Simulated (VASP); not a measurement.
Wanted: the native input for a VASP 6.6.1 run.

```yaml
Task: relaxation of cell and atoms
Functional: PBE
Potentials_or_basis: VASP PAW PBE potentials, release 64 (Ir)
Cutoff: 600 eV
k_mesh: 17 × 17 × 17
Occupations: fermi-dirac, width 0.05 eV
Spin: no spin polarisation
Target_pressure: 270 GPa
Dipole_correction: no
Further_INCAR_settings: ALGO = Normal; EDIFF = 1e-07; IBRION = 2; EDIFFG = -0.005; NSW = 32; ISIF = 3
```

The structure of Ir lies in POSCAR:

```
Ir
1.0
    2.2433901392      0.0000000000      0.0000000000
    0.0000000000      2.2433901392      0.0000000000
    0.0000000000      0.0000000000      2.2433901392
Ir
1
Direct
    0.0000000000      0.0000000000      0.0000000000
```

This isn't the form of Ir at room conditions, which is fcc.

These files were run (other wordings do the same):

INCAR

```
PREC = Accurate
ENCUT = 600
EDIFF = 1E-7
ISMEAR = -1
SIGMA = 0.05
LREAL = False
LASPH = True
NELM = 80
ALGO = Normal
ISIF = 3
LWAVE = False
LCHARG = False
GGA = PE
IBRION = 2
NSW = 32
EDIFFG = -0.005
PSTRESS = 2700.0
```

KPOINTS

```
regular mesh
0
Gamma
  17 17 17
```

Potentials or basis: VASP PAW PBE potentials, release 64 (Ir).

Run with:

```console
$ cat potpaw_PBE.64/Ir/POTCAR > POTCAR
$ mpirun -np 1 vasp_std > vasp.out
```

Results of the run:

```json
{
 "Relaxed volume": "11.27 Å³/atom",
 "Relaxed cell": "a = 2.242 Å, b = 2.242 Å, c = 2.242 Å, α = 90.00°, β = 90.00°, γ = 90.00°",
 "Space group after relaxing (to 0.1 Å)": "Pm-3m (No. 221)",
 "Energy change on relaxing (the run minimises the enthalpy)": "+31.9 meV/atom",
 "Ionic steps": "3",
 "Pressure after relaxing": "270.0 GPa",
 "Band gap on the k mesh": "zero (an odd number of electrons rules out a gap without spin polarisation)"
}
```

Caveat: the cell is relaxed towards a set pressure, so the run minimises the enthalpy, not the energy; spin-orbit coupling is left out, which moves the levels of the heavy elements.

It took 13 s on 1 thread of Intel(R) Xeon(R) 6975P-C (Granite Rapids), with other jobs on the host, peak memory 0.15 GiB.
